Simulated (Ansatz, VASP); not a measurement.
**Two plane-wave programs on Cd2P**

INCAR

```
PREC = Accurate
ENCUT = 600
EDIFF = 1E-6
ISMEAR = 0
SIGMA = 0.1
LREAL = False
LASPH = True
NELM = 100
ALGO = Normal
ISIF = 3
LWAVE = False
LCHARG = False
GGA = PE
IBRION = 2
NSW = 90
EDIFFG = -0.04
```

File KPOINTS:

```
Automatic mesh
0
Gamma
  4 4 4
```

File POSCAR:

```
Cd2P
1.0
    0.0000000000      3.4123710400      3.4123710400
    3.4123710400      0.0000000000      3.4123710400
    3.4123710400      3.4123710400      0.0000000000
Cd P
2 1
Direct
    0.2500000000      0.2500000000      0.2500000000
    0.7500000000      0.7500000000      0.7500000000
    0.5000000000      0.5000000000      0.5000000000
```

Input for Ansatz:

```yaml
crystal:
  lattice:
    - [0.0, 3.41237104, 3.41237104]
    - [3.41237104, 0.0, 3.41237104]
    - [3.41237104, 3.41237104, 0.0]
  atoms:
    - { symbol: Cd, position: [0.25, 0.25, 0.25] }
    - { symbol: Cd, position: [0.75, 0.75, 0.75] }
    - { symbol: P, position: [0.5, 0.5, 0.5] }
basis:
  ecutwfc: 420
kpoints:
  mp_grid: { grid: [4, 4, 4] }
hamiltonian:
  xc: pbe
scf:
  occupations: { method: gaussian, width: 0.1 }
  lower_state_search: "off"
output:
  forces: true
  stress: true
  eigenvalues: true
relax:
  adjacent_minimum: "off"
  f_tol: 0.04
  max_steps: 70
  cell: { stress_tol: 0.4 }
```

Alike in both runs: task relaxation of cell and atoms; functional PBE; k mesh 4 × 4 × 4; occupations gaussian, width 0.1 eV; no spin polarisation.

|  | VASP | Ansatz |
| --- | --- | --- |
| version | VASP 6.6.1 | Ansatz 0.2.0 |
| potentials or method | VASP PAW PBE potentials, release 64 (Cd, P), cutoff 600 eV | scalar-relativistic, plane waves, PAW |
| valence electrons in the cell | 29 | 45 |

```tsv
	VASP	Ansatz	Ansatz less VASP
gap on the k mesh at the Fermi level, each at its own relaxed structure (eV)	none	none	-
relaxed volume (Å³/atom)	23.51	23.34	-0.171
relaxed cell length with the largest relative difference (Å)	4.637	4.626	-0.0113
```

A gap of «none» marks a metal or a gap that the smearing closes. VASP's potentials hold 29 valence electrons a cell and Ansatz's 45, so a difference there can come from the potentials and not from the codes.

The k mesh is coarse, so the values compare programs but aren't converged.
